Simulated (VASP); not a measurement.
Wanted: the native input for a VASP 6.6.1 run.

| Property | Result |
| --- | --- |
| Task | single point |
| Functional | RPBE |
| Potentials or basis | VASP PAW PBE potentials, release 64 (Bi_d) |
| Cutoff | 520 eV |
| k mesh | 12 × 12 × 12 |
| Occupations | fermi-dirac, width 0.1 eV |
| Spin | no spin polarisation |
| Dipole correction | no |
| Further INCAR settings | ALGO = Normal; EDIFF = 1e-06; NBANDS = 14 |

The structure of Bi lies in POSCAR:

```
Bi
1.0
   -2.0892290256      2.0892290256      2.0892290256
    2.0892290256     -2.0892290256      2.0892290256
    2.0892290256      2.0892290256     -2.0892290256
Bi
1
Direct
    0.0000000000      0.0000000000      0.0000000000
```

This cell differs from its parent crystal: volume scaled by 1.12.

These files were run (other wordings do the same):

INCAR

```
SYSTEM = Bi
PREC = Accurate ; ENCUT = 520
EDIFF = 1E-6 ; ISMEAR = -1
SIGMA = 0.1 ; LREAL = .FALSE.
LASPH = .TRUE. ; NELM = 60
ALGO = Normal ; ISIF = 2
LWAVE = .FALSE. ; LCHARG = .FALSE.
GGA = RP ; NBANDS = 14
```

KPOINTS

```
regular mesh
0
G
  12 12 12
  0 0 0
```

Potentials or basis: VASP PAW PBE potentials, release 64 (Bi_d).

Run with:

```console
$ cat potpaw_PBE.64/Bi_d/POTCAR > POTCAR
$ mpirun -np 1 vasp_std > vasp.out
```

Results of the run:

| Property | Result |
| --- | --- |
| Pressure | -4.3 GPa |

Caveat: the PAW data sets were made with another functional, which shifts forces and pressure a little.

Wall time 13 s on 1 thread of Intel(R) Xeon(R) 6975P-C (Granite Rapids), on a shared host, peak memory 0.17 GiB.
